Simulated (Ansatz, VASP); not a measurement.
Given: the input of a run of Ansatz 0.2.0 on KI.

The input input.yaml:

```yaml
crystal:
  lattice:
    - [0.0, 3.532775, 3.532775]
    - [3.532775, 0.0, 3.532775]
    - [3.532775, 3.532775, 0.0]
  atoms:
    - { symbol: I, position: [0.5, 0.5, 0.5] }
    - { symbol: K, position: [0.0, 0.0, 0.0] }
hamiltonian:
  xc: pbesol
  pseudopotentials: { kind: paw }
  dispersion: d4
kpoints:
  mp_grid: { grid: [7, 7, 7] }
scf:
  occupations: { method: fermi_dirac, width: 0.05 }
output:
  forces: true
  stress: true
  eigenvalues: true
relax:
  f_tol: 0.01
  max_steps: 40
  cell: { stress_tol: 0.05 }
```

Potentials or basis: Ansatz PAW.

Command:

```sh
$ ansatz run input.yaml --threads 1 --pin off --max-ram 3584MiB --backend cpu --events-out ev --progress --plain --runs-dir out
```

Task: Translate it to VASP 6.6.1. Potentials there: VASP PAW PBE potentials, release 64 (I, K_sv).

Result: As run (the cutoff follows the program's own potentials):

File INCAR:

```
SYSTEM = KI
ALGO = Normal ; EDIFF = 1E-7
EDIFFG = -0.01 ; ENCUT = 600
GGA = PS ; IBRION = 2
ISIF = 3 ; ISMEAR = -1
IVDW = 13 ; LASPH = .True.
LCHARG = .False. ; LREAL = .False.
LWAVE = .False. ; NELM = 60
NSW = 60 ; PREC = Accurate
SIGMA = 0.05
```

File KPOINTS:

```
k-points
0
Gamma
  7 7 7
  0 0 0
```

File POSCAR:

```
KI
1.0
    0.0000000000      3.5327750000      3.5327750000
    3.5327750000      0.0000000000      3.5327750000
    3.5327750000      3.5327750000      0.0000000000
I K
1 1
Direct
    0.5000000000      0.5000000000      0.5000000000
    0.0000000000      0.0000000000      0.0000000000
```

Potentials or basis: VASP PAW PBE potentials, release 64 (I, K_sv).

The run is started by

```bash
$ cat potpaw_PBE.64/I/POTCAR potpaw_PBE.64/K_sv/POTCAR > POTCAR
$ mpirun -np 1 vasp_std > vasp.out
```

Both were run:

|  | VASP | Ansatz | Ansatz less VASP |
| --- | --- | --- | --- |
| gap on the k mesh at the Fermi level, each at its own relaxed structure (eV) | 3.92 | 3.94 | +0.020 |
| relaxed volume (Å³/atom) | 41.99 | 41.71 | -0.282 |
| relaxed length of the cell vector where the two differ most in proportion (Å) | 4.915 | 4.904 | -0.0110 |

VASP's potentials were made for PBE, not for PBEsol. VASP's potentials hold 16 valence electrons a cell and Ansatz's 26, so a difference there can come from the potentials and not from the codes.

Spin-orbit coupling is off throughout. Noted on Ansatz's run: odd divisions of the mesh miss points on the zone boundary, where band edges often lie, so the gap on the mesh can be too wide; the plane-wave basis is chosen anew once the cell has moved, so the energies of steps on either side of that aren't comparable.
